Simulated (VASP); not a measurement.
Here is a VASP 6.6.1 calculation.

INCAR

```
PREC     = Accurate       # precision mode
ENCUT    = 520            # plane-wave cutoff, eV
EDIFF    = 1E-8           # SCF threshold, eV
ISMEAR   = -1             # smearing method
SIGMA    = 0.03           # smearing width, eV
LREAL    = F              # projectors in reciprocal space
LASPH    = T              # aspherical terms in the spheres
NELM     = 150            # most SCF steps
ALGO     = Normal         # electronic algorithm
ISIF     = 2              # what is computed and relaxed
LWAVE    = F              # write WAVECAR
LCHARG   = F              # write CHGCAR
ISPIN    = 2              # spin polarisation
MAGMOM   = 3              # initial moments
LORBIT   = 11             # projections on sites
LMAXMIX  = 4              # l up to which the mixer works
GGA      = PE             # functional
LEFG     = T            
NBANDS   = 14             # bands
```

KPOINTS

```
Automatic mesh
0
Gamma
  17 17 17
```

The input POSCAR:

```
Fe
1.0
   -0.0365555117      1.8094978294      1.8094978294
    1.8094978294     -0.0365555117      1.8094978294
    1.8094978294      1.8094978294     -0.0365555117
Fe
1
Direct
    0.0000000000      0.0000000000      0.0000000000
```

Potentials or basis: VASP PAW PBE potentials, release 64 (Fe).

Command:

```bash
$ cat potpaw_PBE.64/Fe/POTCAR > POTCAR
$ mpirun -np 1 vasp_std > vasp.out
```

Estimate the pressure.

-2.8 GPa.

Predict the site moments.

Fe +2.59 μB.

What does it give for the net moment?

2.59 μB per cell.

Stress tensor (GPa, compression positive):
```
-2.80 -0.35 -0.35
-0.35 -2.80 -0.35
-0.35 -0.35 -2.80
```

Caveat: the cell differs from its parent crystal (equal xy, yz and zx shear strains of -2 %); without QUAD_EFG the Cq values of the log hold for a quadrupole moment of 1 mb, not for the nuclei.
